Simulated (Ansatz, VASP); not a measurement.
**TiO2: VASP beside Ansatz**

```
Ti O
1.0
     1.47410   -4.79653    0.00000
     1.47410    4.79653    0.00000
     0.00000    0.00000   10.23522
Ti O
4 8
Direct
  0.86691 0.13309 0.58314
  0.13309 0.86691 0.41686
  0.86691 0.13309 0.91686
  0.13309 0.86691 0.08314
  0.50000 0.50000 0.50000
  0.50000 0.50000 0.00000
  0.93424 0.06577 0.75000
  0.06577 0.93424 0.25000
  0.75440 0.24560 0.10287
  0.24560 0.75440 0.89713
  0.24560 0.75440 0.60287
  0.75440 0.24560 0.39713
```

Alike in both runs: task single point; functional PBE; k mesh 9 × 9 × 3; occupations fermi-dirac, width 0.05 eV; no spin polarisation.

|  | VASP | Ansatz |
| --- | --- | --- |
| version | VASP 6.6.1 | Ansatz 0.2.0 |
| potentials or method | VASP PAW PBE potentials, release 64 (Ti_sv, O), cutoff 520 eV | Ansatz PAW |
| valence electrons in the cell | 96 | 96 |

VASP gave:

```
gap on the k mesh at the Fermi level (eV)                     : 2.56
least direct gap on the mesh (eV)                             : 2.64
pressure (GPa)                                                : -0.7
traceless stress, the component that is largest in VASP (GPa) : 0.00
rms of the force components (eV/Å)                            : 0.036
```

Question: What did Ansatz give for the same quantities?

Answer: gap on the k mesh at the Fermi level (eV): 2.58; least direct gap on the mesh (eV): 2.66; pressure (GPa): -1.4; traceless stress, the component that is largest in VASP (GPa): -0.10; rms of the force components (eV/Å): 0.079.

Atom by atom the forces differ by 0.044 eV/Å (rms over components).

Noted on Ansatz's run: odd divisions of the mesh miss points on the zone boundary, where band edges often lie, so the gap on the mesh can be too wide.
